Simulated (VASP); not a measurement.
Set up this calculation in VASP 6.6.1, as the native input.

| Quantity | Value |
| --- | --- |
| Task | single point |
| Functional | PBE |
| Potentials or basis | VASP PAW PBE potentials, release 64 (Ca_sv, Hf_pv) |
| Cutoff | 520 eV |
| k mesh | 6 × 6 × 8 |
| Occupations | gaussian, width 0.1 eV |
| Spin | no spin polarisation |
| Dipole correction | no |
| k mesh for the DOS | 9 × 9 × 12 |
| Occupations for the DOS | tetrahedron |
| Further INCAR settings | ALGO = Fast; EDIFF = 1e-06 |

The system is CaHf4.

```
Ca Hf
1.0
     5.92412    0.00000    0.00000
    -2.96206    5.13044    0.00000
     0.00000    0.00000    5.17843
Ca Hf
1 4
Direct
  0.00000 0.00000 0.50000
  0.50000 0.00000 0.50000
  0.00000 0.50000 0.50000
  0.50000 0.50000 0.50000
  0.00000 0.00000 0.00000
```

These files were run (other wordings do the same):

POSCAR

```
CaHf4
1.0
    5.9241179580      0.0000000000      0.0000000000
   -2.9620589790      5.1304366466      0.0000000000
    0.0000000000      0.0000000000      5.1784270355
Ca Hf
1 4
Direct
    0.0000000000      0.0000000000      0.5000000000
    0.5000000000      0.0000000000      0.5000000000
    0.0000000000      0.5000000000      0.5000000000
    0.5000000000      0.5000000000      0.5000000000
    0.0000000000      0.0000000000      0.0000000000
```

INCAR.step1

```
PREC     = Accurate       # precision mode
ENCUT    = 520            # plane-wave cutoff, eV
EDIFF    = 1E-6           # SCF threshold, eV
ISMEAR   = 0              # smearing method
SIGMA    = 0.1            # smearing width, eV
LREAL    = False          # projectors in reciprocal space
LASPH    = True           # aspherical terms in the spheres
NELM     = 80             # most SCF steps
ALGO     = Fast           # electronic algorithm
ISIF     = 2              # what is computed and relaxed
LWAVE    = False          # write WAVECAR
LCHARG   = True           # write CHGCAR
LMAXMIX  = 4              # l up to which the mixer works
GGA      = PE             # functional
NBANDS   = 33             # bands
```

KPOINTS.step1

```
regular mesh
0
Gamma
  6 6 8
```

INCAR.step2

```
PREC     = Accurate       # precision mode
ENCUT    = 520            # plane-wave cutoff, eV
EDIFF    = 1E-6           # SCF threshold, eV
ISMEAR   = -5             # smearing method
SIGMA    = 0.1            # smearing width, eV
LREAL    = False          # projectors in reciprocal space
LASPH    = True           # aspherical terms in the spheres
NELM     = 80             # most SCF steps
ALGO     = Fast           # electronic algorithm
ISIF     = 2              # what is computed and relaxed
LWAVE    = False          # write WAVECAR
LCHARG   = False          # write CHGCAR
LMAXMIX  = 4              # l up to which the mixer works
GGA      = PE             # functional
LORBIT   = 11             # projections on sites
NEDOS    = 1001           # points of the DOS
ICHARG   = 11             # starting density
```

KPOINTS.step2

```
regular mesh
0
Gamma
  9 9 12
```

Potentials or basis: VASP PAW PBE potentials, release 64 (Ca_sv, Hf_pv).

Launch:

```sh
$ cat potpaw_PBE.64/Ca_sv/POTCAR potpaw_PBE.64/Hf_pv/POTCAR > POTCAR
$ cp INCAR.step1 INCAR
$ cp KPOINTS.step1 KPOINTS
$ mpirun -np 1 vasp_std > vasp.out
$ cp INCAR.step2 INCAR
$ cp KPOINTS.step2 KPOINTS
$ mpirun -np 1 vasp_std > vasp.out
```

Results of the run:

```
Valence electrons inside the program's atomic spheres : Ca 8.64; Hf 8.21, 7.92 (each value once)
```

Run time: 11 min on 1 thread of Intel(R) Xeon(R) 6975P-C (Granite Rapids), with other jobs on the host, peak memory 0.51 GiB.
